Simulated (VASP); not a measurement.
# Tm2MgC2 (Immm) in VASP: single point with PBE

Aim: the single point of Tm2MgC2 with PBE.

All numbers are computed with VASP 6.6.1; they aren't measurements. Logs are shortened: lines on timing, memory, paths and dates and some standing lists are left out, and cuts for length are marked.

## 1. The cell of the first run

Symmetry: Immm, No. 71, orthorhombic system. Conventional cell: a = 3.346 Å, b = 5.101 Å, c = 9.809 Å, α = 90.00°, β = 90.00°, γ = 90.00°. Tm (site symmetry mm2) has 6 C at 2.50 to 3.68 Å and 4 Mg at 3.07 to 3.60 Å and 7 Tm at 3.35 to 3.43 Å within 3.7 Å. Within 3.4 Å of Mg (site symmetry mmm) lie 4 C at 2.49 Å and 4 Tm at 3.07 Å and 2 Mg at 3.35 Å. C (site symmetry m2m) has 1 C at 1.42 Å within 1.9 Å.

The cell was generated, and may not be a known phase.

## 2. Single point, PBE

File INCAR:

```
SYSTEM = Tm2MgC2
PREC = Accurate ; ENCUT = 600
EDIFF = 1E-6 ; ISMEAR = 0
SIGMA = 0.1 ; LREAL = .False.
LASPH = .True. ; NELM = 200
ALGO = Normal ; ISIF = 2
LWAVE = .False. ; LCHARG = .False.
GGA = PE ; NBANDS = 22
GGA_COMPAT = .False. ; LMAXMIX = 6
```

File KPOINTS:

```
Automatic mesh
0
Gamma
  12 12 12
  0 0 0
```

File POSCAR:

```
Tm2MgC2
1.0
   -1.6731402253      2.5505182272      4.9045037189
    1.6731402253     -2.5505182272      4.9045037189
    1.6731402253      2.5505182272     -4.9045037189
Tm Mg C
2 1 2
Direct
    0.6746187204      0.1746187204      0.5000000000
    0.3253812796      0.8253812796      0.5000000000
    0.0000000000      0.0000000000      0.0000000000
    0.3603480739      0.5000000000      0.8603480739
    0.6396519261      0.5000000000      0.1396519261
```

Potentials or basis: VASP PAW PBE potentials, release 64 (Tm_3, Mg, C), 4f in core.

The run is started by

```
cat potpaw_PBE.64/Tm_3/POTCAR potpaw_PBE.64/Mg/POTCAR potpaw_PBE.64/C/POTCAR > POTCAR
mpirun -np 1 vasp_std > vasp.out
```

OUTCAR:

```text
SYSTEM = Tm2MgC2
   PREC = Accurate
   ENCUT = 600
   EDIFF = 1E-6
   ISMEAR = 0
   LREAL = .False.
   LASPH = .True.
   NELM = 200
   ISIF = 2
   GGA = PE

 ion  position               nearest neighbor table
   1  0.675  0.175  0.500-   4 2.50   5 2.50   4 2.50   5 2.50   3 3.07   3 3.07   2 3.39   2 3.39
                             2 3.39   2 3.39   2 3.43   3 3.60   3 3.60
   2  0.325  0.825  0.500-   5 2.50   4 2.50   5 2.50   4 2.50   3 3.07   3 3.07   1 3.39   1 3.39
                             1 3.39   1 3.39   1 3.43   3 3.60   3 3.60
   3  0.000  0.000  0.000-   4 2.49   5 2.49   4 2.49   5 2.49   1 3.07   2 3.07   1 3.07   2 3.07
                             1 3.60   1 3.60   2 3.60   2 3.60
   4  0.360  0.500  0.860-   5 1.42   3 2.49   3 2.49   1 2.50   2 2.50   1 2.50   2 2.50
   5  0.640  0.500  0.140-   4 1.42   3 2.49   3 2.49   1 2.50   2 2.50   2 2.50   1 2.50

  LATTYP: Found a body centered orthorhombic cell.
 ALAT       =     3.3462804506
 B/A-ratio  =     1.5243899995
 C/A-ratio  =     2.9313166014

  Lattice vectors:

 A1 = (  -1.6731402253,   2.5505182272,   4.9045037189)
 A2 = (   1.6731402253,  -2.5505182272,   4.9045037189)
 A3 = (   1.6731402253,   2.5505182272,  -4.9045037189)

Analysis of symmetry for initial positions (statically):
=====================================================================
 Subroutine PRICEL returns:
 Original cell was already a primitive cell.

 Routine SETGRP: Setting up the symmetry group for a
 body centered orthorhombic supercell.

 Subroutine GETGRP returns: Found  8 space group operations
 (whereof  8 operations were pure point group operations)
 out of a pool of  8 trial point group operations.

The static configuration has the point symmetry D_2h.

Analysis of symmetry for dynamics (positions and initial velocities):
=====================================================================
 Subroutine PRICEL returns:
 Original cell was already a primitive cell.

 Routine SETGRP: Setting up the symmetry group for a
 body centered orthorhombic supercell.

 Subroutine GETGRP returns: Found  8 space group operations
 (whereof  8 operations were pure point group operations)
 out of a pool of  8 trial point group operations.

The dynamic configuration has the point symmetry D_2h.

 Subroutine INISYM returns: Found  8 space group operations
 (whereof  8 operations are pure point group operations),
 and found     1 'primitive' translations

----------------------------------------------------------------------------------------

                                     Primitive cell

  volume of cell :      83.7174

  direct lattice vectors                    reciprocal lattice vectors
    -1.673140225  2.550518227  4.904503719     0.000000000  0.196038591  0.101947114
     1.673140225 -2.550518227  4.904503719     0.298839268  0.000000000  0.101947114
     1.673140225  2.550518227 -4.904503719     0.298839268  0.196038591  0.000000000

  length of vectors
     5.775698933  5.775698933  5.775698933     0.220962312  0.315750094  0.357401787

  position of ions in fractional coordinates (direct lattice)
     0.674618720  0.174618720  0.500000000
     0.325381280  0.825381280  0.500000000
     0.000000000  0.000000000  0.000000000
     0.360348074  0.500000000  0.860348074
     0.639651926  0.500000000  0.139651926

  ion indices of the primitive-cell ions
   primitive index   ion index
                 1           1
                 2           2
                 3           3
                 4           4
                 5           5

----------------------------------------------------------------------------------------

 KPOINTS: Automatic mesh

Automatic generation of k-mesh.
 Grid dimensions read from file:
 generate k-points for:   12   12   12

 Generating k-lattice:

  Cartesian coordinates                     Fractional coordinates (reciprocal lattice)
     0.000000000  0.016336549  0.008495593     0.083333333  0.000000000 -0.000000000
     0.024903272  0.000000000  0.008495593     0.000000000  0.083333333 -0.000000000
     0.024903272  0.016336549  0.000000000    -0.000000000  0.000000000  0.083333333

  Length of vectors
     0.018413526  0.026312508  0.029783482

  Shift w.r.t. Gamma in fractional coordinates (k-lattice)
     0.000000000  0.000000000  0.000000000

 Subroutine IBZKPT returns following result:
 ===========================================

 Found    280 irreducible k-points:

 Following reciprocal coordinates:
            Coordinates               Weight
  0.000000  0.000000  0.000000      1.000000
  0.083333  0.000000  0.000000      4.000000
  0.166667 -0.000000  0.000000      4.000000
  0.250000 -0.000000  0.000000      4.000000
  0.333333  0.000000  0.000000      4.000000
  0.416667  0.000000 -0.000000      4.000000
[... 16 lines left out ...]
  0.250000  0.166667  0.000000      8.000000
  0.333333  0.166667  0.000000      8.000000
 [... further k-points ...]
   k-points           NKPTS =    280   k-points in BZ     NKDIM =    280   number of bands    NBANDS=     22
   number of dos      NEDOS =    301   number of ions     NIONS =      5
   total plane-waves  NPLWV = 110592
   dimension x,y,z NGX =    48 NGY =   48 NGZ =   48
   dimension x,y,z NGXF=    96 NGYF=   96 NGZF=   96
   ions per type =               2   1   2
   NGX,Y,Z   is equivalent  to a cutoff of  13.82, 13.82, 13.82 a.u.
   NGXF,Y,Z  is equivalent  to a cutoff of  27.63, 27.63, 27.63 a.u.
 SYSTEM =  Tm2MgC2
   PREC   = accura    normal or accurate (medium, high low for compatibility)
   ISTART =      0    job   : 0-new  1-cont  2-samecut
   ICHARG =      2    charge: 1-file 2-atom 10-const
   ISPIN  =      1    spin polarized calculation?
   LNONCOLLINEAR =      F non collinear calculations
   LSORBIT =      F    spin-orbit coupling
   LASPH  =      T    aspherical Exc in radial PAW
   ENCUT  =  600.0 eV  44.10 Ry    6.64 a.u.  11.54 11.54 11.54*2*pi/ulx,y,z
   NELM   =    200;   NELMIN=  2; NELMDL= -5     # of ELM steps
   EDIFF  = 0.1E-05   stopping-criterion for ELM
   LREAL  =      F    real-space projection
   EDIFFG = 0.1E-04   stopping-criterion for IOM
   NSW    =      0    number of steps for IOM
   IBRION =     -1    ionic relax: 0-MD 1-quasi-New 2-CG
   NFREE  =      0    steps in history (QN), initial steepest desc. (CG)
   ISIF   =      2    stress and relaxation
   ISYM   =      2    0-nonsym 1-usesym 2-fastsym
   POTIM  = 0.5000    time-step for ionic-motion
   TEBEG  =    0.0;   TEEND  =   0.0 temperature during run
   PSTRESS=    0.0 pullay stress
   NELECT =      28.0000    total number of electrons
   NUPDOWN=      -1.0000    fix difference up-down
   EMIN   =  10.00;   EMAX   =-10.00  energy-range for DOS
   EFERMI =   0.00;   METHOD = LEGACY
   ISMEAR =     0;   SIGMA  =   0.10  broadening in eV -4-tet -1-fermi 0-gaus
   EFERMI_NEDOS =   21; number of points for ismear=-14 and -15
   IALGO  =     38    algorithm
   IMIX   =      4    mixing-type and parameters
     AMIX     =   0.40;   BMIX     =  1.00
     AMIX_MAG =   1.60;   BMIX_MAG =  1.00
  volume/ion in A,a.u.               =      16.74       112.99
  Fermi-wavevector in a.u.,A,eV,Ry     =   1.136376  2.147440 17.569903  1.291351
  Thomas-Fermi vector in A             =   2.273082
   LORBIT       =      0    0 simple, 1 ext, 2 COOP (PROOUT), +10 PAW based schemes
   GGA     = PE    functional components
   LHFCALC =     F    Hartree Fock is set to
   AEXX    =    0.0000 exact exchange contribution
   IVDW    =     0    specifies the selected vdW correction
   LEPSILON=     F    determine dielectric tensor
   LRPA    =     F    only Hartree local field effects (RPA)
 non-spin polarized calculation
 Gauss-broadening in eV      SIGMA  =   0.10
  energy-cutoff  :      600.00
  volume of cell :       83.72
 maximum number of plane-waves:      2823
 NGX is ok and might be reduce to    48
   NGX = 23   NGY = 23   NGZ = 23

 number of electron      28.0000001 magnetization

 Free energy of the ion-electron system (eV)
  ---------------------------------------------------
  ext. energy  EPLUGINS =         0.00000000
  ---------------------------------------------------
  free energy    TOTEN  =       -28.64320024 eV

  energy without entropy =      -28.62905385  energy(sigma->0) =      -28.63612705

 E-fermi :   3.9527     XC(G=0): -10.4785

 val. band max:        3.9453626510   @ k =  -0.2500  -0.2500   0.2500
 cond. band min:       3.9546689064   @ k =  -0.2500   0.3333  -0.0000
 fundamental gap:      0.0093062554
 Fermi energy:         3.9526995530

 k-point     1 :       0.0000    0.0000    0.0000
  band No.  band energies     occupation
      1     -21.2000      2.00000
      2     -21.1099      2.00000
      3     -20.8384      2.00000
      4     -20.7259      2.00000
      5     -20.6964      2.00000
      6     -20.6019      2.00000
[... 14 lines left out ...]
     21       8.7542      0.00000
     22       9.4647      0.00000

 k-point     2 :       0.0833    0.0000    0.0000
  band No.  band energies     occupation
      1     -21.2009      2.00000
      2     -21.1088      2.00000
      3     -20.8356      2.00000
      4     -20.7300      2.00000
      5     -20.6950      2.00000
      6     -20.6033      2.00000
[... 14 lines left out ...]
     21       8.7552      0.00000
     22       9.3704      0.00000

 k-point     3 :       0.1667   -0.0000    0.0000
  band No.  band energies     occupation
      1     -21.2043      2.00000
      2     -21.1038      2.00000
      3     -20.8296      2.00000
      4     -20.7406      2.00000
      5     -20.6910      2.00000
      6     -20.6073      2.00000
[... 14 lines left out ...]
     21       8.7517      0.00000
     22       9.2027      0.00000
[... 476 lines left out ...]
 k-point    23 :       0.2500    0.1667    0.0000
  band No.  band energies     occupation
      1     -21.1723      2.00000
      2     -21.0601      2.00000
      3     -20.9021      2.00000
      4     -20.7922      2.00000
      5     -20.7573      2.00000
      6     -20.6932      2.00000
[... 14 lines left out ...]
     21       8.8730      0.00000
     22       9.6303      0.00000

 k-point    24 :       0.3333    0.1667    0.0000
  band No.  band energies     occupation
      1     -21.1797      2.00000
      2     -21.0469      2.00000
      3     -20.9165      2.00000
      4     -20.7992      2.00000
      5     -20.7502      2.00000
      6     -20.6872      2.00000
[... 14 lines left out ...]
     21       8.6323      0.00000
     22       9.5669      0.00000

 [... further k-points ...]
[... 5 lines left out ...]
  --------------------------------------------------------------------------------------
  -------------------------------------------------------------------------------------
  Total        0.3350477      0.3519392      0.4251950      0.0000000      0.0000000      0.0000000
  in kB        6.4121171      6.7353853      8.1373474      0.0000000      0.0000000      0.0000000
  external PRESSURE =       7.0949499 kB  Pullay stress =       0.0000000 kB

 VOLUME and BASIS-vectors are now :
 -----------------------------------------------------------------------------
  energy-cutoff  :      600.00
  volume of cell :       83.72
      direct lattice vectors                 reciprocal lattice vectors
    -1.673140225  2.550518227  4.904503719     0.000000000  0.196038591  0.101947114
     1.673140225 -2.550518227  4.904503719     0.298839268  0.000000000  0.101947114
     1.673140225  2.550518227 -4.904503719     0.298839268  0.196038591  0.000000000

 POSITION                                       TOTAL-FORCE (eV/Angst)
 -----------------------------------------------------------------------------------
      0.00000      2.55052      1.71284         0.000000      0.000000      0.073146
      1.67314      0.00000      3.19167        -0.000000      0.000000     -0.073146
      0.00000      0.00000      0.00000         0.000000      0.000000      0.000000
      1.67314      1.83815      0.00000         0.000000     -0.103325      0.000000
     -0.00000      0.71237      4.90450         0.000000      0.103325      0.000000
 -----------------------------------------------------------------------------------
    total drift:                                0.000000     -0.000000      0.000000

  FREE ENERGIE OF THE ION-ELECTRON SYSTEM (eV)
  ---------------------------------------------------
  free  energy   TOTEN  =       -28.6432002377 eV

  energy  without entropy=      -28.6290538550  energy(sigma->0) =      -28.63612705
```

Run time: 13 min. Hardware: 1 thread of AMD EPYC 9R45 (Zen 5), shared host; peak memory 0.79 GiB.

What came out:

```
Free energy            : -28.6432 eV
Pressure               : 0.7 GPa
Largest force          : 0.103 eV/Å
Band gap on the k mesh : zero (bands 14 and 15 overlap by 2.10 eV)
```

Forces in eV/Å, atoms in the order of the input:
```
Tm   0.000  0.000  0.073
Tm   0.000  0.000 -0.073
Mg   0.000  0.000  0.000
C    0.000 -0.103  0.000
C    0.000  0.103  0.000
```

Caveat: spin-orbit coupling is left out, which moves the levels of the heavy elements; the 4f electrons are frozen in the core, so they carry no moment and show no levels.
